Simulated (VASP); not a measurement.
**Sn: single point with PBEsol+D3(BJ)**

The system is Sn.

```
Sn
1.0
    -1.97044    1.97044    1.97044
     1.97044   -1.97044    1.97044
     1.97044    1.97044   -1.97044
Sn
1
Direct
  0.00000 0.00000 0.00000
```

This cell differs from its parent crystal: strain +0.040 along x and y, +0.040 along z.

```json
{
 "Program": "VASP 6.6.1",
 "Task": "single point",
 "Functional": "PBEsol",
 "Dispersion": "D3(BJ)",
 "Potentials or basis": "VASP PAW PBE potentials, release 64 (Sn_d)",
 "Cutoff": "520 eV",
 "k mesh": "18 × 18 × 18",
 "Occupations": "gaussian, width 0.15 eV",
 "Spin": "no spin polarisation",
 "Dipole correction": "no",
 "Further INCAR settings": "ALGO = Fast; EDIFF = 1e-07; NBANDS = 13"
}
```

```
Pressure                   : -7.8 GPa
Band gap on the k mesh     : zero (band 7 reaches 13.49 eV, above the bottom of band 8 at 4.48 eV)
Dispersion energy per atom : -0.344 eV
```

Levels at points of the mesh, in eV from the Fermi level:
```
           k point  band 5  band 6  band 7  band 8  band 9  band 10
(0.00, 0.00, 0.00)  -21.31  -10.29    6.91    6.91    6.91    11.85
(0.50, 0.00, 0.00)  -21.25   -6.32   -3.86    3.21    4.99     7.31
(0.50, 0.50, 0.50)  -21.27   -3.14   -0.36   -0.36   -0.36     3.87
```

Run time: 49 s on 1 thread of Intel(R) Xeon(R) Platinum 8559C (Emerald Rapids), with other jobs on the host, peak memory 0.21 GiB.

Caveat: the cell differs from its parent crystal (strain +0.040 along x and y, +0.040 along z); the PAW data sets were made with another functional, which shifts forces and pressure a little; spin-orbit coupling is left out, which moves the levels of the heavy elements; pairwise dispersion overbinds metals, which lowers pressure and volume.
